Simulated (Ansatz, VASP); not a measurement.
**Cd in VASP and in Ansatz**

```xyz
2
Lattice="2.8299 0.0000 0.0000 -1.4150 2.4508 0.0000 0.0000 0.0000 5.4772" Properties=species:S:1:pos:R:3 pbc="T T T"
Cd    0.0000    1.6339    1.3693
Cd    1.4150    0.8169    4.1079
```

Change from the starting cell: strain -0.050 along x and y, -0.025 along z, atoms carried along.

Alike in both runs: task single point; functional PBE; k mesh 18 × 18 × 8; occupations gaussian, width 0.15 eV; no spin polarisation.

```csv
,VASP,Ansatz
version,VASP 6.6.1,Ansatz 0.2.0
potentials or method,"VASP PAW PBE potentials, release 64 (Cd), cutoff 500 eV","scalar-relativistic, plane waves, PAW"
valence electrons in the cell,24,40
```

|  | VASP | Ansatz | Ansatz less VASP |
| --- | --- | --- | --- |
| gap on the k mesh at the Fermi level (eV) | none | none | - |
| pressure (GPa) | 15.7 | 15.0 | -0.67 |
| traceless stress, the component that is largest in VASP (GPa) | -5.32 | -5.01 | +0.307 |

A gap of «none» marks a metal or a gap that the smearing closes. VASP's potentials hold 24 valence electrons a cell and Ansatz's 40, so a difference there can come from the potentials and not from the codes.
